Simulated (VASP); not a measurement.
# PbO2 (P1) in VASP: single point with PBEsol

Aim: the single point of PbO2 with PBEsol.

Program: VASP 6.6.1. These are calculated values, not measurements. Logs are shortened: lines on timing, memory, paths and dates and some standing lists are left out, and cuts for length are marked.

## 1. The cell of the first run

The typed cell holds 24 atoms: a = 7.518 Å, b = 7.518 Å, c = 7.518 Å, α = 60.00°, β = 60.00°, γ = 60.00°.

## 2. Single point, PBEsol

Input file INCAR:

```
SYSTEM = PbO2
PREC     = Accurate       ! precision mode
ENCUT    = 520            ! plane-wave cutoff, eV
EDIFF    = 1E-7           ! SCF threshold, eV
ISMEAR   = -1             ! smearing method
SIGMA    = 0.039          ! smearing width, eV
LREAL    = Auto         
LASPH    = .True.         ! aspherical terms in the spheres
NELM     = 100            ! most SCF steps
ALGO     = Normal         ! electronic algorithm
ISIF     = 2              ! what is computed and relaxed
LWAVE    = .False.        ! write WAVECAR
LCHARG   = .False.        ! write CHGCAR
GGA      = PS             ! functional
NBANDS   = 122            ! bands
```

Input file KPOINTS:

```
regular mesh
0
Gamma
  2 2 2
  0 0 0
```

Input file POSCAR:

```
PbO2
1.0
    0.0000000000      5.3163399384      5.3163399384
    5.3163399384      0.0000000000      5.3163399384
    5.3163399384      5.3163399384      0.0000000000
Pb O
8 16
Direct
   -0.0018229647      0.0040162029      0.0007472246
   -0.0045576469      0.0067585972      0.4990179392
    0.0068232093      0.4934209494     -0.0002794216
   -0.0040014371      0.4961328716      0.5085423489
    0.4982857625     -0.0008585794     -0.0014279561
    0.4995243026      0.0010900356      0.4985937752
    0.5017292970      0.5025633295      0.0016685351
    0.4976629656      0.5051207280      0.4931515912
    0.1378832070      0.1016853712      0.1181750993
    0.3771895746      0.3614266624      0.3720294456
    0.1235545521      0.1088912686      0.6277702402
    0.3768646330      0.3882858365      0.8814004662
    0.1087002537      0.6256677599      0.1337360869
    0.3619492964      0.8887626741      0.3795520082
    0.1432428153      0.6078103615      0.6302402666
    0.3648403831      0.8590969639      0.8965347505
    0.6421112155      0.1234402818      0.1162086148
    0.8794295613      0.3736575394      0.3582875666
    0.6425434678      0.1074524027      0.6222742598
    0.8983794406      0.3733212178      0.8694471297
    0.6222020297      0.6244516977      0.1194561498
    0.9053845420      0.8602920530      0.3729479347
    0.6238077396      0.6236418360      0.6222442580
    0.8742361387      0.8653510786      0.8795155227
```

Potentials or basis: VASP PAW PBE potentials, release 64 (Pb_d, O).

Started as:

```console
$ cat potpaw_PBE.64/Pb_d/POTCAR potpaw_PBE.64/O/POTCAR > POTCAR
$ mpirun -np 1 vasp_std > vasp.out
```

OUTCAR:

```text
SYSTEM = PbO2
   PREC = Accurate
   ENCUT = 520
   EDIFF = 1E-7
   ISMEAR = -1
   LREAL = Auto
   LASPH = .True.
   NELM = 100
   ISIF = 2
   GGA = PS

 ion  position               nearest neighbor table
   1  0.998  0.004  0.001-   9 2.18  17 2.19  16 2.26  20 2.27  11 2.29  22 2.29  13 2.32  24 2.36
                             4 3.70   3 3.71   5 3.73   7 3.74   6 3.75   2 3.75   2 3.77   6 3.77
   2  0.995  0.007  0.499-  19 2.17  11 2.21  22 2.24  14 2.25  18 2.26  24 2.34   9 2.35  15 2.45
                             3 3.71   4 3.72   8 3.74   1 3.75   5 3.75   6 3.75   6 3.77   5 3.77
   3  0.007  0.493  1.000-  18 2.20  20 2.20  13 2.26  15 2.27  12 2.28  24 2.28  21 2.36   9 2.41
                             5 3.71   2 3.71   1 3.71   4 3.72   8 3.75   7 3.76   7 3.76   8 3.77
   4  0.996  0.496  0.509-  20 2.22  22 2.24  23 2.29  13 2.30  15 2.34  10 2.34  11 2.38  18 2.39
                             1 3.70   7 3.71   2 3.72   3 3.72   8 3.75   6 3.75   6 3.77   8 3.77
   5  0.498  0.999  0.999-   9 2.22  21 2.30  24 2.31  16 2.31  19 2.31  14 2.34  17 2.37  12 2.39
                             3 3.71   7 3.71   8 3.72   1 3.73   6 3.75   2 3.75   6 3.77   2 3.77
   6  0.500  0.001  0.499-  10 2.21  14 2.27  19 2.29  11 2.31  23 2.32  17 2.35  16 2.44  22 2.49
                             1 3.75   5 3.75   2 3.75   7 3.75   4 3.75   8 3.76   8 3.76   4 3.77
   7  0.502  0.503  0.002-  16 2.19  12 2.21  21 2.21  10 2.28  17 2.33  23 2.33  13 2.41  20 2.44
                             8 3.69   5 3.71   4 3.71   1 3.74   6 3.75   3 3.76   3 3.76   6 3.77
   8  0.498  0.505  0.493-  15 2.18  21 2.29  23 2.29  18 2.34  14 2.36  10 2.37  12 2.39  19 2.44
                             7 3.69   5 3.72   2 3.74   4 3.75   3 3.75   6 3.76   6 3.76   3 3.77
   9  0.138  0.102  0.118-   1 2.18   5 2.22   2 2.35   3 2.41
  10  0.377  0.361  0.372-   6 2.21   7 2.28   4 2.34   8 2.37
  11  0.124  0.109  0.628-   2 2.21   1 2.29   6 2.31   4 2.38
  12  0.377  0.388  0.881-   7 2.21   3 2.28   8 2.39   5 2.39
  13  0.109  0.626  0.134-   3 2.26   4 2.30   1 2.32   7 2.41
  14  0.362  0.889  0.380-   2 2.25   6 2.27   5 2.34   8 2.36
[... 8 lines left out ...]
  23  0.624  0.624  0.622-   4 2.29   8 2.29   6 2.32   7 2.33
  24  0.874  0.865  0.880-   3 2.28   5 2.31   2 2.34   1 2.36

  LATTYP: Found a face centered cubic cell.
 ALAT       =    10.6326798768

  Lattice vectors:

 A1 = (   0.0000000000,   5.3163399384,   5.3163399384)
 A2 = (   5.3163399384,   0.0000000000,   5.3163399384)
 A3 = (   5.3163399384,   5.3163399384,   0.0000000000)

Analysis of symmetry for initial positions (statically):
=====================================================================
 Subroutine PRICEL returns:
 Original cell was already a primitive cell.

 Routine SETGRP: Setting up the symmetry group for a
 face centered cubic supercell.

 Subroutine GETGRP returns: Found  1 space group operations
 (whereof  1 operations were pure point group operations)
 out of a pool of 48 trial point group operations.

The static configuration has the point symmetry C_1 .

Analysis of symmetry for dynamics (positions and initial velocities):
=====================================================================
 Subroutine PRICEL returns:
 Original cell was already a primitive cell.

 Routine SETGRP: Setting up the symmetry group for a
 face centered cubic supercell.

 Subroutine GETGRP returns: Found  1 space group operations
 (whereof  1 operations were pure point group operations)
 out of a pool of 48 trial point group operations.

The dynamic configuration has the point symmetry C_1 .

 Subroutine INISYM returns: Found  1 space group operations
 (whereof  1 operations are pure point group operations),
 and found     1 'primitive' translations

----------------------------------------------------------------------------------------

                                     Primitive cell

  volume of cell :     300.5164

  direct lattice vectors                    reciprocal lattice vectors
     0.000000000  5.316339938  5.316339938    -0.094049667  0.094049667  0.094049667
     5.316339938  0.000000000  5.316339938     0.094049667 -0.094049667  0.094049667
     5.316339938  5.316339938  0.000000000     0.094049667  0.094049667 -0.094049667

  length of vectors
     7.518440043  7.518440043  7.518440043     0.162898801  0.162898801  0.162898801

  position of ions in fractional coordinates (direct lattice)
     0.998177035  0.004016203  0.000747225
     0.995442353  0.006758597  0.499017939
     0.006823209  0.493420949  0.999720578
     0.995998563  0.496132872  0.508542349
     0.498285762  0.999141421  0.998572044
     0.499524303  0.001090036  0.498593775
[... 16 lines left out ...]
     0.623807740  0.623641836  0.622244258
     0.874236139  0.865351079  0.879515523

  ion indices of the primitive-cell ions
   primitive index   ion index
                 1           1
                 2           2
                 3           3
                 4           4
                 5           5
                 6           6
[... 16 lines left out ...]
                23          23
                24          24

----------------------------------------------------------------------------------------

 KPOINTS: regular mesh

Automatic generation of k-mesh.
 Grid dimensions read from file:
 generate k-points for:    2    2    2

 Generating k-lattice:

  Cartesian coordinates                     Fractional coordinates (reciprocal lattice)
    -0.047024833  0.047024833  0.047024833     0.500000000  0.000000000  0.000000000
     0.047024833 -0.047024833  0.047024833     0.000000000  0.500000000  0.000000000
     0.047024833  0.047024833 -0.047024833     0.000000000  0.000000000  0.500000000

  Length of vectors
     0.081449401  0.081449401  0.081449401

  Shift w.r.t. Gamma in fractional coordinates (k-lattice)
     0.000000000  0.000000000  0.000000000

 Subroutine IBZKPT returns following result:
 ===========================================

 Found      8 irreducible k-points:

 Following reciprocal coordinates:
            Coordinates               Weight
  0.000000  0.000000  0.000000      1.000000
  0.500000  0.000000  0.000000      1.000000
  0.000000  0.500000  0.000000      1.000000
  0.000000  0.000000  0.500000      1.000000
  0.500000  0.500000  0.500000      1.000000
  0.500000  0.500000  0.000000      1.000000
  0.000000  0.500000  0.500000      1.000000
  0.500000  0.000000  0.500000      1.000000
   k-points           NKPTS =      8   k-points in BZ     NKDIM =      8   number of bands    NBANDS=    122
   number of dos      NEDOS =    301   number of ions     NIONS =     24
   total plane-waves  NPLWV = 175616
   dimension x,y,z NGX =    56 NGY =   56 NGZ =   56
   dimension x,y,z NGXF=   112 NGYF=  112 NGZF=  112
   ions per type =               8  16
   NGX,Y,Z   is equivalent  to a cutoff of  12.38, 12.38, 12.38 a.u.
   NGXF,Y,Z  is equivalent  to a cutoff of  24.77, 24.77, 24.77 a.u.
 SYSTEM =  PbO2
   PREC   = accura    normal or accurate (medium, high low for compatibility)
   ISTART =      0    job   : 0-new  1-cont  2-samecut
   ICHARG =      2    charge: 1-file 2-atom 10-const
   ISPIN  =      1    spin polarized calculation?
   LNONCOLLINEAR =      F non collinear calculations
   LSORBIT =      F    spin-orbit coupling
   LASPH  =      T    aspherical Exc in radial PAW
   ENCUT  =  520.0 eV  38.22 Ry    6.18 a.u.  13.98 13.98 13.98*2*pi/ulx,y,z
   NELM   =    100;   NELMIN=  2; NELMDL= -5     # of ELM steps
   EDIFF  = 0.1E-06   stopping-criterion for ELM
   LREAL  =      T    real-space projection
   EDIFFG = 0.1E-05   stopping-criterion for IOM
   NSW    =      0    number of steps for IOM
   IBRION =     -1    ionic relax: 0-MD 1-quasi-New 2-CG
   NFREE  =      0    steps in history (QN), initial steepest desc. (CG)
   ISIF   =      2    stress and relaxation
   ISYM   =      2    0-nonsym 1-usesym 2-fastsym
   POTIM  = 0.5000    time-step for ionic-motion
   TEBEG  =    0.0;   TEEND  =   0.0 temperature during run
   PSTRESS=    0.0 pullay stress
   NELECT =     208.0000    total number of electrons
   NUPDOWN=      -1.0000    fix difference up-down
   EMIN   =  10.00;   EMAX   =-10.00  energy-range for DOS
   EFERMI =   0.00;   METHOD = LEGACY
   ISMEAR =    -1;   SIGMA  =   0.04  broadening in eV -4-tet -1-fermi 0-gaus
   EFERMI_NEDOS =   21; number of points for ismear=-14 and -15
   IALGO  =     38    algorithm
   IMIX   =      4    mixing-type and parameters
     AMIX     =   0.40;   BMIX     =  1.00
     AMIX_MAG =   1.60;   BMIX_MAG =  1.00
  volume/ion in A,a.u.               =      12.52        84.50
  Fermi-wavevector in a.u.,A,eV,Ry     =   1.448127  2.736562 28.532379  2.097071
  Thomas-Fermi vector in A             =   2.566003
   LORBIT       =      0    0 simple, 1 ext, 2 COOP (PROOUT), +10 PAW based schemes
   GGA     = PS    functional components
   LHFCALC =     F    Hartree Fock is set to
   AEXX    =    0.0000 exact exchange contribution
   IVDW    =     0    specifies the selected vdW correction
   LEPSILON=     F    determine dielectric tensor
   LRPA    =     F    only Hartree local field effects (RPA)
 non-spin polarized calculation
  energy-cutoff  :      520.00
  volume of cell :      300.52
 maximum number of plane-waves:      8144
 NGX is ok and might be reduce to    56
   NGX = 27   NGY = 27   NGZ = 27

 number of electron     208.0000001 magnetization

 Free energy of the ion-electron system (eV)
  ---------------------------------------------------
  ext. energy  EPLUGINS =         0.00000000
  ---------------------------------------------------
  free energy    TOTEN  =      -133.58652465 eV

  energy without entropy =     -133.55906488  energy(sigma->0) =     -133.57279477

 E-fermi :   6.2474     XC(G=0): -11.6872

 val. band max:        6.2053355028   @ k =   0.5000   0.5000   0.0000
 cond. band min:       7.2852280233   @ k =   0.5000   0.0000   0.5000
 fundamental gap:      1.0798925204
 Fermi energy:         6.2474358473

 k-point     1 :       0.0000    0.0000    0.0000
  band No.  band energies     occupation
      1     -12.8146      2.00000
      2     -12.1718      2.00000
      3     -12.1126      2.00000
      4     -12.0890      2.00000
      5     -12.0323      2.00000
      6     -11.8701      2.00000
[... 941 lines left out ...]
    115      13.0909      0.00000
    116      13.3283      0.00000
 [bands above 116 left out]

------------------------ aborting loop because EDIFF is reached ----------------------------------------

  FORCE on cell =-STRESS in cart. coord.  units (eV):
  Direction    XX          YY          ZZ          XY          YZ          ZX
  --------------------------------------------------------------------------------------
  -------------------------------------------------------------------------------------
  Total        5.1639546      4.9424075      5.2748021      0.5403353      1.2462336      0.0333683
  in kB       27.5311765     26.3500177     28.1221503      2.8807507      6.6441867      0.1779003
  external PRESSURE =      27.3344481 kB  Pullay stress =       0.0000000 kB

 VOLUME and BASIS-vectors are now :
 -----------------------------------------------------------------------------
  energy-cutoff  :      520.00
  volume of cell :      300.52
      direct lattice vectors                 reciprocal lattice vectors
     0.000000000  5.316339938  5.316339938    -0.094049667  0.094049667  0.094049667
     5.316339938  0.000000000  5.316339938     0.094049667 -0.094049667  0.094049667
     5.316339938  5.316339938  0.000000000     0.094049667  0.094049667 -0.094049667

 POSITION                                       TOTAL-FORCE (eV/Angst)
 -----------------------------------------------------------------------------------
      0.02532      5.31062      5.32800        -1.032098      0.229467     -0.693215
      2.68888      7.94506      5.32804        -0.813189      0.655605     -0.208226
      7.93805      5.35113      2.65947         0.290646      0.071320      0.641900
      5.34119      7.99865      7.93268        -0.630362     -0.236461      0.620823
     10.62052      7.95780      7.96083        -0.011464      0.434745      0.283273
      2.65649      5.30634      2.66144        -0.391022      0.351540     -0.250452
[... 16 lines left out ...]
      6.62355      6.62444      6.63187        -0.201871      0.134278      0.566785
      9.27630      9.32354      9.24824        -0.039746     -0.313243     -0.101864
 -----------------------------------------------------------------------------------
    total drift:                                0.002253      0.018048      0.007268

  FREE ENERGIE OF THE ION-ELECTRON SYSTEM (eV)
  ---------------------------------------------------
  free  energy   TOTEN  =      -133.5865246544 eV

  energy  without entropy=     -133.5590648840  energy(sigma->0) =     -133.57279477
```

Wall time 6.3 min (1 thread of Intel Xeon 6975P-C (Granite Rapids), shared host); peak memory 0.52 GiB.

Results:

```yaml
Free_energy: -133.5865 eV
Pressure: 2.7 GPa
Largest_force: 1.664 eV/Å
Band_gap_on_the_k_mesh: zero (bands 104 and 105 overlap by 0.11 eV)
```

Forces in eV/Å, atoms in the order of the input:
```
Pb  -1.032  0.229 -0.693
Pb  -0.813  0.656 -0.208
Pb   0.291  0.071  0.642
Pb  -0.630 -0.236  0.621
Pb  -0.011  0.435  0.283
Pb  -0.391  0.352 -0.250
Pb  -0.148 -0.159 -0.530
Pb  -0.071  0.224  0.067
O    1.138 -0.072  1.062
O    0.398  0.128  0.006
O    1.119 -0.045  0.437
O   -0.910  0.340 -0.639
O   -0.060  0.354  0.006
O   -0.932  0.271  0.584
O   -0.120 -0.306  0.271
O   -0.795 -0.715  1.024
O    0.233  0.072 -0.268
O    0.461  0.284 -0.717
O    1.105 -1.037 -0.687
O    0.204 -0.768 -0.572
O    0.411  0.449 -0.236
O    0.797 -0.346 -0.666
O   -0.202  0.134  0.567
O   -0.040 -0.313 -0.102
```

Caveat: the k points lie up to 0.51 Å⁻¹ apart; the atoms stand as in a frame of molecular dynamics; the structure was generated, so it needn't be the stable form of PbO2; semilocal functionals underestimate gaps, and a narrow one can read as zero; the PAW data sets were made with another functional, which shifts forces and pressure a little; spin-orbit coupling is left out, which moves the levels of the heavy elements.

The gap in the log of VASP goes by the Fermi energy; the results here count the filled bands.